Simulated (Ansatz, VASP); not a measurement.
# Two plane-wave programs on MgO

The input POSCAR:

```
MgO
1.0
    0.0000000000      2.1021674155      2.0391023930
    2.1021674155      0.0000000000      2.0391023930
    2.1021674155      2.1021674155      0.0000000000
Mg O
1 1
Direct
    0.0000000000      0.0000000000      0.0000000000
    0.5000000000      0.5000000000      0.5000000000
```

Contents of INCAR.step1:

```
PREC = Accurate ; ENCUT = 520
ISMEAR = 0 ; SIGMA = 0.01
LREAL = False ; LASPH = True
NELM = 100 ; NBANDS = 11
GGA = PE ; ALGO = Normal
EDIFF = 1E-4 ; LWAVE = True
LCHARG = False
```

The input INCAR.step2:

```
PREC = Accurate ; ENCUT = 520
EDIFF = 1E-7 ; ISMEAR = 0
SIGMA = 0.01 ; LREAL = False
LASPH = True ; NELM = 100
ALGO = Normal ; ISIF = 2
LWAVE = False ; LCHARG = True
METAGGA = R2SCAN ; LMIXTAU = True
LELF = True ; LVHAR = True
NBANDS = 11 ; ISTART = 1
```

Contents of KPOINTS:

```
Automatic mesh
0
Gamma
  10 10 10
```

Input for Ansatz:

```yaml
crystal:
  lattice:
    - [0.0, 2.1021674155, 2.039102393]
    - [2.1021674155, 0.0, 2.039102393]
    - [2.1021674155, 2.1021674155, 0.0]
  atoms:
    - { symbol: Mg, position: [0.0, 0.0, 0.0] }
    - { symbol: O, position: [0.5, 0.5, 0.5] }
kpoints:
  mp_grid: { grid: [10, 10, 10] }
  band_path:
    path:
      - [0.0, 0.0, 0.0]
      - [0.5, 0.0, 0.5]
      - [0.625, 0.25, 0.625]
      - [0.375, 0.375, 0.75]
      - [0.5, 0.5, 0.5]
      - [0.5, 0.25, 0.75]
    npoints: 1
hamiltonian:
  xc: r2scan
scf:
  occupations: { method: fixed }
  n_extra_bands: 4
output:
  forces: true
  stress: true
  eigenvalues: true
```

Change from the starting cell: uniaxial_z strain -3.0%.

Alike in both runs: task single point; functional r2SCAN; k mesh 10 × 10 × 10; no spin polarisation.

```csv
,VASP,Ansatz
version,VASP 6.6.1,Ansatz 0.2.0
potentials or method,"VASP PAW PBE potentials, release 64 (Mg, O)","plane waves, PAW"
plane-wave cutoff (eV),520,500
occupations,"gaussian, width 0.01 eV",fixed
valence electrons in the cell,8,16
```

```csv
,VASP,Ansatz,Ansatz less VASP
gap on the k mesh at the Fermi level (eV),5.95,5.97,+0.025
pressure (GPa),4.6,5.8,+1.15
"traceless stress, the component that is largest in VASP (GPa)",5.50,5.49,-0.017
```

VASP's potentials were made for PBE, not for r2SCAN. VASP's potentials hold 8 valence electrons a cell and Ansatz's 16, so a difference there can come from the potentials and not from the codes.
